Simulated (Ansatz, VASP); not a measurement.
**One calculation of C, two programs**

```
CELL_PARAMETERS angstrom
0.00000 1.42317 -3.36139
-2.46500 0.00000 0.00000
3.49208 11.19976 0.55303
ATOMIC_POSITIONS crystal
C 0.83332 0.74611 0.80902
C 0.71045 0.68813 0.06221
C 0.74117 0.45262 0.24891
C 0.77188 0.21712 0.43561
C 0.80260 0.98162 0.62232
C 0.72027 0.27637 0.12450
C 0.75099 0.04087 0.31120
C 0.78170 0.80536 0.49790
C 0.81242 0.56986 0.68461
C 0.84314 0.33436 0.87131
```

Alike in both runs: task single point; functional PBE; dispersion D3(BJ); k mesh 7 × 11 × 3; occupations gaussian, width 0.05 eV; no spin polarisation.

```csv
,VASP,Ansatz
version,VASP 6.6.1,Ansatz 0.2.0
potentials or method,"VASP PAW PBE potentials, release 64 (C), cutoff 520 eV","scalar-relativistic, plane waves, PAW"
valence electrons in the cell,40,40
```

VASP gave:

| Item | Value |
| --- | --- |
| gap on the k mesh at the Fermi level (eV) | 0.18 |
| least direct gap on the mesh (eV) | 0.21 |
| pressure (GPa) | -6.9 |
| traceless stress, the component that is largest in VASP (GPa) | -9.50 |
| rms of the force components (eV/Å) | 1.100 |

Which values does Ansatz return?

gap on the k mesh at the Fermi level (eV): 0.18; least direct gap on the mesh (eV): 0.21; pressure (GPa): -7.3; traceless stress, the component that is largest in VASP (GPa): -9.69; rms of the force components (eV/Å): 1.093.

Atom by atom the forces differ by 0.011 eV/Å (rms over components).
